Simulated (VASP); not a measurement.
# Mg (P6_3/mmc) in VASP: notebook

Aim: see how the results for Mg move with the level of theory and the settings. Levels: pbesol exchange, lda correlation. Tasks: single point.

Everything below comes from runs of VASP 6.6.1. Logs are shortened: lines on timing, memory, paths and dates and some standing lists are left out, and cuts for length are marked.

## Step 1: The cell of the first run

The structure is hexagonal, space group P6_3/mmc (No. 194). The conventional cell has a = 3.220 Å, b = 3.220 Å, c = 5.228 Å, α = 90.00°, β = 90.00°, γ = 120.00°. Within 4.2 Å of Mg (site symmetry -6m2) lie 12 Mg at 3.21 to 3.22 Å.

## Step 2: Single point, pbesol exchange, lda correlation

Input file INCAR:

```
PREC = Accurate
ENCUT = 600
EDIFF = 1E-6
ISMEAR = 1
SIGMA = 0.2
LREAL = F
LASPH = T
NELM = 120
ALGO = Normal
ISIF = 2
LWAVE = F
LCHARG = F
GGA = LIBXC
LIBXC1 = GGA_X_PBE_SOL
LIBXC2 = LDA_C_PW
NBANDS = 9
GGA_COMPAT = F
```

Input file KPOINTS:

```
Automatic mesh
0
Gamma
  8 8 5
```

Input file POSCAR:

```
Mg
1.0
    3.2199622046      0.0000000000      0.0000000000
   -1.6099811023      2.7885737555      0.0000000000
    0.0000000000      0.0000000000      5.2276100939
Mg
2
Direct
    0.3333333333      0.6666666667      0.2500000000
    0.6666666667      0.3333333333      0.7500000000
```

Potentials or basis: VASP PAW PBE potentials, release 64 (Mg).

Command:

```
$ cat potpaw_PBE.64/Mg/POTCAR > POTCAR
$ mpirun -np 1 vasp_std > vasp.out
```

OUTCAR:

```text
PREC = Accurate
   ENCUT = 600
   EDIFF = 1E-6
   ISMEAR = 1
   LREAL = F
   LASPH = T
   NELM = 120
   ISIF = 2
   GGA = LIBXC

 ion  position               nearest neighbor table
   1  0.333  0.667  0.250-   2 3.21   2 3.21   2 3.21   2 3.21   2 3.21   2 3.21
   2  0.667  0.333  0.750-   1 3.21   1 3.21   1 3.21   1 3.21   1 3.21   1 3.21

  LATTYP: Found a hexagonal cell.
 ALAT       =     3.2199622046
 C/A-ratio  =     1.6235004518

  Lattice vectors:

 A1 = (   3.2199622046,   0.0000000000,   0.0000000000)
 A2 = (  -1.6099811023,   2.7885737555,   0.0000000000)
 A3 = (   0.0000000000,   0.0000000000,   5.2276100939)

Analysis of symmetry for initial positions (statically):
=====================================================================
 Subroutine PRICEL returns:
 Original cell was already a primitive cell.

 Routine SETGRP: Setting up the symmetry group for a
 hexagonal supercell.

 Subroutine GETGRP returns: Found 24 space group operations
 (whereof 12 operations were pure point group operations)
 out of a pool of 24 trial point group operations.

The static configuration has the point symmetry D_3d.
 The point group associated with its full space group is D_6h.

Analysis of symmetry for dynamics (positions and initial velocities):
=====================================================================
 Subroutine PRICEL returns:
 Original cell was already a primitive cell.

 Routine SETGRP: Setting up the symmetry group for a
 hexagonal supercell.

 Subroutine GETGRP returns: Found 24 space group operations
 (whereof 12 operations were pure point group operations)
 out of a pool of 24 trial point group operations.

The dynamic configuration has the point symmetry D_3d.
 The point group associated with its full space group is D_6h.

 Subroutine INISYM returns: Found 24 space group operations
 (whereof 12 operations are pure point group operations),
 and found     1 'primitive' translations

----------------------------------------------------------------------------------------

                                     Primitive cell

  volume of cell :      46.9392

  direct lattice vectors                    reciprocal lattice vectors
     3.219962205  0.000000000  0.000000000     0.310562652  0.179303129  0.000000000
    -1.609981102  2.788573755  0.000000000     0.000000000  0.358606258  0.000000000
     0.000000000  0.000000000  5.227610094     0.000000000  0.000000000  0.191292002

  length of vectors
     3.219962205  3.219966264  5.227610094     0.358606710  0.358606258  0.191292002

  position of ions in fractional coordinates (direct lattice)
     0.333333333  0.666666667  0.250000000
     0.666666667  0.333333333  0.750000000

  ion indices of the primitive-cell ions
   primitive index   ion index
                 1           1
                 2           2

----------------------------------------------------------------------------------------

 KPOINTS: Automatic mesh

Automatic generation of k-mesh.
 Grid dimensions read from file:
 generate k-points for:    8    8    5

 Generating k-lattice:

  Cartesian coordinates                     Fractional coordinates (reciprocal lattice)
     0.038820331  0.022412891  0.000000000     0.125000000  0.000000000  0.000000000
     0.000000000  0.044825782  0.000000000     0.000000000  0.125000000  0.000000000
     0.000000000  0.000000000  0.038258400     0.000000000  0.000000000  0.200000000

  Length of vectors
     0.044825839  0.044825782  0.038258400

  Shift w.r.t. Gamma in fractional coordinates (k-lattice)
     0.000000000  0.000000000  0.000000000

 Subroutine IBZKPT returns following result:
 ===========================================

 Found     30 irreducible k-points:

 Following reciprocal coordinates:
            Coordinates               Weight
  0.000000  0.000000  0.000000      1.000000
  0.125000  0.000000  0.000000      6.000000
  0.250000  0.000000  0.000000      6.000000
  0.375000  0.000000  0.000000      6.000000
  0.500000  0.000000  0.000000      3.000000
  0.125000  0.125000  0.000000      6.000000
[... 16 lines left out ...]
  0.250000  0.000000  0.400000     12.000000
  0.375000  0.000000  0.400000     12.000000
 [... further k-points ...]
   k-points           NKPTS =     30   k-points in BZ     NKDIM =     30   number of bands    NBANDS=      9
   number of dos      NEDOS =    301   number of ions     NIONS =      2
   total plane-waves  NPLWV =  32928
   dimension x,y,z NGX =    28 NGY =   28 NGZ =   42
   dimension x,y,z NGXF=    56 NGYF=   56 NGZF=   84
   ions per type =               2
   NGX,Y,Z   is equivalent  to a cutoff of  14.46, 14.46, 13.36 a.u.
   NGXF,Y,Z  is equivalent  to a cutoff of  28.91, 28.91, 26.71 a.u.
 SYSTEM =  unknown system
   PREC   = accura    normal or accurate (medium, high low for compatibility)
   ISTART =      0    job   : 0-new  1-cont  2-samecut
   ICHARG =      2    charge: 1-file 2-atom 10-const
   ISPIN  =      1    spin polarized calculation?
   LNONCOLLINEAR =      F non collinear calculations
   LSORBIT =      F    spin-orbit coupling
   LASPH  =      T    aspherical Exc in radial PAW
   ENCUT  =  600.0 eV  44.10 Ry    6.64 a.u.   6.43  6.43 10.44*2*pi/ulx,y,z
   NELM   =    120;   NELMIN=  2; NELMDL= -5     # of ELM steps
   EDIFF  = 0.1E-05   stopping-criterion for ELM
   LREAL  =      F    real-space projection
   EDIFFG = 0.1E-04   stopping-criterion for IOM
   NSW    =      0    number of steps for IOM
   IBRION =     -1    ionic relax: 0-MD 1-quasi-New 2-CG
   NFREE  =      0    steps in history (QN), initial steepest desc. (CG)
   ISIF   =      2    stress and relaxation
   ISYM   =      2    0-nonsym 1-usesym 2-fastsym
   POTIM  = 0.5000    time-step for ionic-motion
   TEBEG  =    0.0;   TEEND  =   0.0 temperature during run
   PSTRESS=    0.0 pullay stress
   NELECT =       4.0000    total number of electrons
   NUPDOWN=      -1.0000    fix difference up-down
   EMIN   =  10.00;   EMAX   =-10.00  energy-range for DOS
   EFERMI =   0.00;   METHOD = LEGACY
   ISMEAR =     1;   SIGMA  =   0.20  broadening in eV -4-tet -1-fermi 0-gaus
   EFERMI_NEDOS =   21; number of points for ismear=-14 and -15
   IALGO  =     38    algorithm
   IMIX   =      4    mixing-type and parameters
     AMIX     =   0.40;   BMIX     =  1.00
     AMIX_MAG =   1.60;   BMIX_MAG =  1.00
  volume/ion in A,a.u.               =      23.47       158.38
  Fermi-wavevector in a.u.,A,eV,Ry     =   0.720415  1.361387  7.061395  0.518998
  Thomas-Fermi vector in A             =   1.809861
   LORBIT       =      0    0 simple, 1 ext, 2 COOP (PROOUT), +10 PAW based schemes
   GGA     = LIBXC    functional components
   LHFCALC =     F    Hartree Fock is set to
   AEXX    =    0.0000 exact exchange contribution
   IVDW    =     0    specifies the selected vdW correction
   LEPSILON=     F    determine dielectric tensor
   LRPA    =     F    only Hartree local field effects (RPA)
 non-spin polarized calculation
 Methfessel and Paxton  Order N= 1 SIGMA  =   0.20
  energy-cutoff  :      600.00
  volume of cell :       46.94
 maximum number of plane-waves:      1589
 NGX is ok and might be reduce to    28
   NGX = 13   NGY = 13   NGZ = 21

 number of electron       4.0000000 magnetization

 Free energy of the ion-electron system (eV)
  ---------------------------------------------------
  ext. energy  EPLUGINS =         0.00000000
  ---------------------------------------------------
  free energy    TOTEN  =        -2.15345914 eV

  energy without entropy =       -2.15461953  energy(sigma->0) =       -2.15384594

 E-fermi :   2.5369     XC(G=0):  -8.4324

 val. band max:        2.5092418060   @ k =   0.2500   0.2500   0.2000
 cond. band min:       2.7865109495   @ k =   0.3750   0.1250   0.4000
 fundamental gap:      0.2772691435
 Fermi energy:         2.5368704126

 k-point     1 :       0.0000    0.0000    0.0000
  band No.  band energies     occupation
      1      -4.3121      2.00000
      2       0.9015      2.00000
      3       1.2446      2.00000
      4      13.3253      0.00000
      5      13.3254      0.00000
      6      13.3343      0.00000
      7      13.3343      0.00000
      8      14.2287      0.00000
      9      15.6805      0.00000

 k-point     2 :       0.1250    0.0000    0.0000
  band No.  band energies     occupation
      1      -4.0097      2.00000
      2       1.1786      2.00000
      3       1.5391      2.00000
      4       9.7871      0.00000
      5      11.5443      0.00000
      6      12.3356      0.00000
      7      14.4664      0.00000
      8      14.7761      0.00000
      9      15.4625      0.00000

 k-point     3 :       0.2500    0.0000    0.0000
  band No.  band energies     occupation
      1      -3.1078      2.00000
      2       2.0106      2.00126
      3       2.3920      1.93616
      4       6.2538     -0.00000
      5      10.2697      0.00000
      6      10.4533      0.00000
      7      10.9438      0.00000
      8      12.4104      0.00000
      9      14.7808      0.00000

 k-point     4 :       0.3750    0.0000    0.0000
  band No.  band energies     occupation
      1      -1.6233      2.00000
      2       2.8062     -0.06705
      3       3.3976     -0.00000
      4       4.1720     -0.00000
      5       7.8886      0.00000
      6       8.1916      0.00000
      7       9.5077      0.00000
      8      10.9804      0.00000
      9      13.9211      0.00000

 k-point     5 :       0.5000    0.0000    0.0000
  band No.  band energies     occupation
      1       0.3817      2.00000
      2       0.4434      2.00000
      3       5.1410     -0.00000
      4       5.5844     -0.00000
      5       5.7176     -0.00000
      6       6.1076     -0.00000
      7       9.2542      0.00000
      8      10.5686      0.00000
      9      13.6319      0.00000

 k-point     6 :       0.1250    0.1250    0.0000
  band No.  band energies     occupation
      1      -3.4075      2.00000
      2       1.7332      2.00000
      3       2.1154      2.01114
      4       8.0287      0.00000
      5       8.2870      0.00000
      6      12.5291      0.00000
      7      12.9623      0.00000
      8      13.3307      0.00000
      9      13.5692      0.00000
[... 169 lines left out ...]
 k-point    21 :       0.0000    0.0000    0.4000
  band No.  band energies     occupation
      1      -3.4329      2.00000
      2      -2.3447      2.00000
      3       6.0215     -0.00000
      4       9.0031      0.00000
      5      13.8977      0.00000
      6      13.8978      0.00000
      7      13.9444      0.00000
      8      13.9444      0.00000
      9      15.2267      0.00000

 k-point    22 :       0.1250    0.0000    0.4000
  band No.  band energies     occupation
      1      -3.1331      2.00000
      2      -2.0482      2.00000
      3       6.2782     -0.00000
      4       9.1863      0.00000
      5      10.6325      0.00000
      6      11.4626      0.00000
      7      12.2794      0.00000
      8      13.1950      0.00000
      9      13.8281      0.00000

 k-point    23 :       0.2500    0.0000    0.4000
  band No.  band energies     occupation
      1      -2.2391      2.00000
      2      -1.1645      2.00000
      3       6.6208      0.00000
      4       7.3770      0.00000
      5       8.0192      0.00000
      6      10.0619      0.00000
      7      11.0131      0.00000
      8      11.9458      0.00000
      9      12.4718      0.00000

 k-point    24 :       0.3750    0.0000    0.4000
  band No.  band energies     occupation
      1      -0.7689      2.00000
      2       0.2839      2.00000
      3       3.8702     -0.00000
      4       4.8816     -0.00000
      5       8.4833      0.00000
      6      10.2501      0.00000
      7      10.6347      0.00000
      8      11.1817      0.00000
      9      11.9351      0.00000

 [... further k-points ...]
[... 5 lines left out ...]
  --------------------------------------------------------------------------------------
  -------------------------------------------------------------------------------------
  Total       -0.1851026     -0.1851032     -0.0311629      0.0000000      0.0000000     -0.0000000
  in kB       -6.3181069     -6.3181282     -1.0636822      0.0000000      0.0000000     -0.0000000
  external PRESSURE =      -4.5666391 kB  Pullay stress =       0.0000000 kB

 VOLUME and BASIS-vectors are now :
 -----------------------------------------------------------------------------
  energy-cutoff  :      600.00
  volume of cell :       46.94
      direct lattice vectors                 reciprocal lattice vectors
     3.219962205  0.000000000  0.000000000     0.310562652  0.179303129  0.000000000
    -1.609981102  2.788573755  0.000000000     0.000000000  0.358606258  0.000000000
     0.000000000  0.000000000  5.227610094     0.000000000  0.000000000  0.191292002

 POSITION                                       TOTAL-FORCE (eV/Angst)
 -----------------------------------------------------------------------------------
     -0.00000      1.85905      1.30690        -0.000000      0.000000      0.000000
      1.60998      0.92952      3.92071         0.000000     -0.000000      0.000000
 -----------------------------------------------------------------------------------
    total drift:                               -0.000000      0.000000     -0.000000

  FREE ENERGIE OF THE ION-ELECTRON SYSTEM (eV)
  ---------------------------------------------------
  free  energy   TOTEN  =        -2.1534591419 eV

  energy  without entropy=       -2.1546195262  energy(sigma->0) =       -2.15384594
```

It took 13 s on 1 thread of Intel Xeon 6975P-C (Granite Rapids), shared host; peak memory 0.17 GiB.

What came out:

- Free energy: -2.1535 eV
- Pressure: -0.5 GPa
- Band gap on the k mesh: zero (bands 2 and 3 overlap by 2.25 eV)

Caveat: the PAW data sets were made with another functional, which shifts forces and pressure a little.

[end of part 1 of 2]
